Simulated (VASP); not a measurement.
AlRu, 2 atoms in the cell. The structure is cubic, space group Pm-3m (No. 221). Conventional cell: a = 2.992 Å, b = 2.992 Å, c = 2.992 Å, α = 90.00°, β = 90.00°, γ = 90.00°. Within 3.4 Å of Al (site symmetry m-3m) lie 8 Ru at 2.59 Å and 6 Al at 2.99 Å. Within 3.4 Å of Ru (site symmetry m-3m) lie 8 Al at 2.59 Å and 6 Ru at 2.99 Å. 

| Item | Value |
| --- | --- |
| Program | VASP 6.6.1 |
| Task | single point |
| Functional | revPBE |
| Potentials or basis | VASP PAW PBE potentials, release 64 (Al, Ru_pv) |
| Cutoff | 500 eV |
| k mesh | 9 × 9 × 9 |
| Occupations | fermi-dirac, width 0.1 eV |
| Spin | no spin polarisation |
| Dipole correction | no |
| Further INCAR settings | ALGO = Normal; EDIFF = 1e-06; NBANDS = 16 |

Potentials or basis: VASP PAW PBE potentials, release 64 (Al, Ru_pv).

The run is started by

```sh
$ cat potpaw_PBE.64/Al/POTCAR potpaw_PBE.64/Ru_pv/POTCAR > POTCAR
$ mpirun -np 1 vasp_std > vasp.out
```

Hardware: 1 thread of AMD EPYC 7R13 Processor (Zen 3), with other jobs on the host.

Question: How long does it take, and how much memory?

Answer: Wall time 8 s on 1 thread of AMD EPYC 7R13 Processor (Zen 3), on a shared host, peak memory 0.11 GiB. Counts: scf iterations 11, k points 35.
